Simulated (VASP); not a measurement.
# Cu (Im-3m) in VASP: further runs

Runs on Cu. Level: PBE. Tasks: single point.

All numbers are computed with VASP 6.6.1; they aren't measurements. Logs are shortened: lines on timing, memory, paths and dates and some standing lists are left out, and cuts for length are marked.

**1. The cell of the first run**

Symmetry: Im-3m, No. 229, cubic system. The conventional cell has a = 2.656 Å, b = 2.656 Å, c = 2.656 Å, α = 90.00°, β = 90.00°, γ = 90.00°. Cu (site symmetry m-3m) has 14 Cu at 2.30 to 2.66 Å within 3.0 Å.

**2. Single point, PBE (volume scaled by 0.78)**

INCAR

```
SYSTEM = Cu
ALGO = Normal
EDIFF = 1E-6
ENCUT = 520
GGA = PE
ISIF = 2
ISMEAR = -1
LASPH = .True.
LCHARG = .False.
LREAL = .False.
LWAVE = .False.
NBANDS = 12
NELM = 100
PREC = Accurate
SIGMA = 0.1
```

KPOINTS

```
k-points
0
Gamma
  18 18 18
  0 0 0
```

POSCAR

```
Cu
1.0
   -1.3279288536      1.3279288536      1.3279288536
    1.3279288536     -1.3279288536      1.3279288536
    1.3279288536      1.3279288536     -1.3279288536
Cu
1
Direct
    0.0000000000      0.0000000000      0.0000000000
```

Potentials or basis: VASP PAW PBE potentials, release 64 (Cu).

Command:

```console
$ cat potpaw_PBE.64/Cu/POTCAR > POTCAR
$ mpirun -np 1 vasp_std > vasp.out
```

OUTCAR:

```text
SYSTEM = Cu
   EDIFF = 1E-6
   ENCUT = 520
   GGA = PE
   ISIF = 2
   ISMEAR = -1
   LASPH = .True.
   LREAL = .False.
   NELM = 100
   PREC = Accurate

 ion  position               nearest neighbor table
   1  0.000  0.000  0.000-

  LATTYP: Found a body centered cubic cell.
 ALAT       =     2.6558577072

  Lattice vectors:

 A1 = (  -1.3279288536,   1.3279288536,   1.3279288536)
 A2 = (   1.3279288536,  -1.3279288536,   1.3279288536)
 A3 = (   1.3279288536,   1.3279288536,  -1.3279288536)

Analysis of symmetry for initial positions (statically):
=====================================================================
 Subroutine PRICEL returns:
 Original cell was already a primitive cell.

 Routine SETGRP: Setting up the symmetry group for a
 body centered cubic supercell.

 Subroutine GETGRP returns: Found 48 space group operations
 (whereof 48 operations were pure point group operations)
 out of a pool of 48 trial point group operations.

The static configuration has the point symmetry O_h .

Analysis of symmetry for dynamics (positions and initial velocities):
=====================================================================
 Subroutine PRICEL returns:
 Original cell was already a primitive cell.

 Routine SETGRP: Setting up the symmetry group for a
 body centered cubic supercell.

 Subroutine GETGRP returns: Found 48 space group operations
 (whereof 48 operations were pure point group operations)
 out of a pool of 48 trial point group operations.

The dynamic configuration has the point symmetry O_h .

 Subroutine INISYM returns: Found 48 space group operations
 (whereof 48 operations are pure point group operations),
 and found     1 'primitive' translations

----------------------------------------------------------------------------------------

                                     Primitive cell

  volume of cell :       9.3667

  direct lattice vectors                    reciprocal lattice vectors
    -1.327928854  1.327928854  1.327928854     0.000000000  0.376526196  0.376526196
     1.327928854 -1.327928854  1.327928854     0.376526196  0.000000000  0.376526196
     1.327928854  1.327928854 -1.327928854     0.376526196  0.376526196  0.000000000

  length of vectors
     2.300040243  2.300040243  2.300040243     0.532488453  0.532488453  0.532488453

[... 76 lines left out ...]
   ENCUT  =  520.0 eV  38.22 Ry    6.18 a.u.   4.28  4.28  4.28*2*pi/ulx,y,z
   NELM   =    100;   NELMIN=  2; NELMDL= -5     # of ELM steps
   EDIFF  = 0.1E-05   stopping-criterion for ELM
   LREAL  =      F    real-space projection
   EDIFFG = 0.1E-04   stopping-criterion for IOM
   NSW    =      0    number of steps for IOM
   IBRION =     -1    ionic relax: 0-MD 1-quasi-New 2-CG
   NFREE  =      0    steps in history (QN), initial steepest desc. (CG)
   ISIF   =      2    stress and relaxation
   ISYM   =      2    0-nonsym 1-usesym 2-fastsym
   POTIM  = 0.5000    time-step for ionic-motion
   TEBEG  =    0.0;   TEEND  =   0.0 temperature during run
   PSTRESS=    0.0 pullay stress
   NELECT =      11.0000    total number of electrons
   NUPDOWN=      -1.0000    fix difference up-down
   EMIN   =  10.00;   EMAX   =-10.00  energy-range for DOS
   EFERMI =   0.00;   METHOD = LEGACY
   ISMEAR =    -1;   SIGMA  =   0.10  broadening in eV -4-tet -1-fermi 0-gaus
   EFERMI_NEDOS =   21; number of points for ismear=-14 and -15
   IALGO  =     38    algorithm
   IMIX   =      4    mixing-type and parameters
     AMIX     =   0.40;   BMIX     =  1.00
     AMIX_MAG =   1.60;   BMIX_MAG =  1.00
  volume/ion in A,a.u.               =       9.37        63.21
  Fermi-wavevector in a.u.,A,eV,Ry     =   1.727206  3.263947 40.589474  2.983242
  Thomas-Fermi vector in A             =   2.802374
   LORBIT       =      0    0 simple, 1 ext, 2 COOP (PROOUT), +10 PAW based schemes
   GGA     = PE    functional components
   LHFCALC =     F    Hartree Fock is set to
   AEXX    =    0.0000 exact exchange contribution
   IVDW    =     0    specifies the selected vdW correction
   LEPSILON=     F    determine dielectric tensor
   LRPA    =     F    only Hartree local field effects (RPA)
 non-spin polarized calculation
  energy-cutoff  :      520.00
  volume of cell :        9.37
 maximum number of plane-waves:       261
 NGX is ok and might be reduce to    18
   NGX =  9   NGY =  9   NGZ =  9

 number of electron      11.0000010 magnetization

 Free energy of the ion-electron system (eV)
  ---------------------------------------------------
  ext. energy  EPLUGINS =         0.00000000
  ---------------------------------------------------
  free energy    TOTEN  =        -3.27124008 eV

  energy without entropy =       -3.26023106  energy(sigma->0) =       -3.26573557

 E-fermi :  10.9199     XC(G=0): -14.1333

 val. band max:       10.8875814855   @ k =  -0.4444   0.5000   0.0556
 cond. band min:      10.9254000042   @ k =  -0.3333   0.4444   0.1111
 fundamental gap:      0.0378185187
 Fermi energy:        10.9198998338

 k-point     1 :       0.0000    0.0000    0.0000
  band No.  band energies     occupation
      1      -0.4198      2.00000
      2       6.8863      2.00000
      3       6.8863      2.00000
      4       6.8863      2.00000
      5       8.3040      2.00000
      6       8.3040      2.00000
      7      38.1321      0.00000
      8      38.1321      0.00000
      9      38.1321      0.00000
     10      43.5822      0.00000
     11      43.5822      0.00000
     12      45.3027      0.00000
[... 331 lines left out ...]
 k-point    24 :       0.3889    0.1111    0.0000
  band No.  band energies     occupation
      1       4.4994      2.00000
      2       5.9296      2.00000
      3       7.5754      2.00000
      4       8.2312      2.00000
      5       8.7215      2.00000
      6      10.7883      1.57707
      7      17.6516      0.00000
      8      27.2702      0.00000
      9      31.0375      0.00000
     10      37.2052      0.00000
     11      42.5741      0.00000
     12      46.3436      0.00000

 [... further k-points ...]
[... 5 lines left out ...]
  --------------------------------------------------------------------------------------
  -------------------------------------------------------------------------------------
  Total        3.7803044      3.7803044      3.7803044      0.0000000     -0.0000000      0.0000000
  in kB      646.6256666    646.6256666    646.6256666      0.0000000     -0.0000000      0.0000000
  external PRESSURE =     646.6256666 kB  Pullay stress =       0.0000000 kB

 VOLUME and BASIS-vectors are now :
 -----------------------------------------------------------------------------
  energy-cutoff  :      520.00
  volume of cell :        9.37
      direct lattice vectors                 reciprocal lattice vectors
    -1.327928854  1.327928854  1.327928854     0.000000000  0.376526196  0.376526196
     1.327928854 -1.327928854  1.327928854     0.376526196  0.000000000  0.376526196
     1.327928854  1.327928854 -1.327928854     0.376526196  0.376526196  0.000000000

 POSITION                                       TOTAL-FORCE (eV/Angst)
 -----------------------------------------------------------------------------------
      0.00000      0.00000      0.00000        -0.000000     -0.000000     -0.000000
 -----------------------------------------------------------------------------------
    total drift:                                0.000000      0.000000      0.000000

  FREE ENERGIE OF THE ION-ELECTRON SYSTEM (eV)
  ---------------------------------------------------
  free  energy   TOTEN  =        -3.2712400778 eV

  energy  without entropy=       -3.2602310589  energy(sigma->0) =       -3.26573557
```

OSZICAR:

```text
N       E                     dE             d eps       ncg     rms          rms(c)
DAV:   1     0.401293897437E+02    0.40129E+02   -0.54164E+03  5400   0.164E+03
DAV:   2    -0.304757415394E+01   -0.43177E+02   -0.40004E+02  4820   0.211E+02
DAV:   3    -0.420416849881E+01   -0.11566E+01   -0.11505E+01  5380   0.381E+01
DAV:   4    -0.421057071809E+01   -0.64022E-02   -0.64008E-02  5304   0.252E+00
DAV:   5    -0.421062047277E+01   -0.49755E-04   -0.49754E-04  5376   0.224E-01    0.768E+00
DAV:   6    -0.347048005817E+01    0.74014E+00   -0.97973E+00  5452   0.644E+01    0.222E+00
DAV:   7    -0.329384135463E+01    0.17664E+00   -0.11185E+00  5512   0.215E+01    0.855E-01
DAV:   8    -0.327135949097E+01    0.22482E-01   -0.17818E-02  6920   0.176E+00    0.791E-02
DAV:   9    -0.327123507831E+01    0.12441E-03   -0.76903E-04  7180   0.466E-01    0.266E-02
DAV:  10    -0.327124222078E+01   -0.71425E-05   -0.13430E-05  6676   0.648E-02    0.535E-03
DAV:  11    -0.327124012416E+01    0.20966E-05   -0.73988E-07  3424   0.153E-02    0.396E-04
DAV:  12    -0.327124007782E+01    0.46346E-07   -0.25681E-08  2560   0.205E-03
   1 F= -.32712401E+01 E0= -.32657356E+01  d E =-.110090E-01
```

stdout:

```text
POSCAR found type information on POSCAR Cu
 POSCAR found :  1 types and       1 ions
 scaLAPACK will be used
 LDA part: xc-table for (Slater+PW92), standard interpolation
 POSCAR, INCAR and KPOINTS ok, starting setup
 FFT: planning ... GRIDC
 FFT: planning ... GRID_SOFT
 FFT: planning ... GRID
 WAVECAR not read
 entering main loop
```

Wall time 14 s (1 thread of Intel Xeon 6975P-C, shared host); peak memory 0.13 GiB.

Results:

```
Free energy : -3.2712 eV
Pressure    : 64.7 GPa
```

Levels at points of the mesh, in eV from the Fermi level:
| k point | band 1 | band 2 | band 3 | band 4 | band 5 | band 6 | band 7 | band 8 | band 9 | band 10 |
| --- | --- | --- | --- | --- | --- | --- | --- | --- | --- | --- |
| (0.00, 0.00, 0.00) | -11.34 | -4.03 | -4.03 | -4.03 | -2.62 | -2.62 | 27.21 | 27.21 | 27.21 | 32.66 |
| (0.50, 0.00, 0.00) | -6.64 | -5.05 | -2.66 | -2.45 | -1.56 | -1.30 | 5.70 | 19.34 | 20.64 | 24.36 |
| (0.50, 0.50, 0.50) | -6.26 | -6.26 | -1.80 | -1.80 | -1.80 | 9.26 | 9.26 | 9.26 | 15.44 | 15.44 |

**3. Single point, PBE (volume scaled by 0.88)**

INCAR

```
SYSTEM = Cu
PREC = Accurate ; ENCUT = 520
EDIFF = 1E-6 ; ISMEAR = -1
SIGMA = 0.1 ; LREAL = .False.
LASPH = .True. ; NELM = 80
ALGO = Normal ; ISIF = 2
LWAVE = .False. ; LCHARG = .True.
GGA = PE ; LELF = .True.
LVHAR = .True. ; NBANDS = 12
```

KPOINTS

```
regular mesh
0
Gamma
  18 18 18
  0 0 0
```

POSCAR

```
Cu
1.0
   -1.3824120072      1.3824120072      1.3824120072
    1.3824120072     -1.3824120072      1.3824120072
    1.3824120072      1.3824120072     -1.3824120072
Cu
1
Direct
    0.0000000000      0.0000000000      0.0000000000
```

Potentials or basis: VASP PAW PBE potentials, release 64 (Cu).

Command:

```console
$ cat potpaw_PBE.64/Cu/POTCAR > POTCAR
$ mpirun -np 1 vasp_std > vasp.out
```

Wall time 16 s (1 thread of Intel Xeon 6975P-C, shared host); peak memory 0.14 GiB.

The run converged. Its results:

```
Free energy : -3.5928 eV
Pressure    : 25.0 GPa
```

Levels at points of the mesh, in eV from the Fermi level:
```csv
k point,band 3,band 4,band 5,band 6,band 7,band 8
"(0.00, 0.00, 0.00)",-3.52,-3.52,-2.33,-2.33,26.10,26.10
"(0.50, 0.00, 0.00)",-2.37,-2.19,-1.46,-0.92,4.95,18.39
"(0.50, 0.50, 0.50)",-1.66,-1.66,-1.66,8.69,8.69,8.69
```
